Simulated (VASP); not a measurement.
A run of VASP 6.6.1 is set up as follows.

File INCAR:

```
SYSTEM = Zr3Sb2
  PREC = Accurate
  ENCUT = 520
  EDIFF = 1E-6
  ISMEAR = 0
  SIGMA = 0.1
  LREAL = .False.
  LASPH = .True.
  NELM = 100
  ALGO = Normal
  ISIF = 2
  LWAVE = .False.
  LCHARG = .True.
  GGA = PE
  LELF = .True.
  LVHAR = .True.
  NBANDS = 31
```

The input KPOINTS:

```
Automatic mesh
0
Gamma
  8 8 8
  0 0 0
```

Contents of POSCAR:

```
Zr3Sb2
1.0
    5.2830843226      0.0000000000      0.0000000000
    0.0000000000      5.2830843226      0.0000000000
    0.0000000000      0.0000000000      5.2830843226
Zr Sb
3 2
Direct
    0.0000000000      0.5000000000      0.5000000000
    0.5000000000      0.0000000000      0.5000000000
    0.5000000000      0.5000000000      0.0000000000
    0.0000000000      0.0000000000      0.0000000000
    0.5000000000      0.5000000000      0.5000000000
```

Potentials or basis: VASP PAW PBE potentials, release 64 (Zr_sv, Sb).

The run is started by

```sh
$ cat potpaw_PBE.64/Zr_sv/POTCAR potpaw_PBE.64/Sb/POTCAR > POTCAR
$ mpirun -np 1 vasp_std > vasp.out
```

Task: Predict the band gap on the k mesh.

Result: Zero (band 23 reaches 7.15 eV, above the bottom of band 24 at 6.65 eV).

Task: Predict the pressure.

Result: 0.0 GPa.

Caveat: spin-orbit coupling is left out, which moves the levels of the heavy elements.
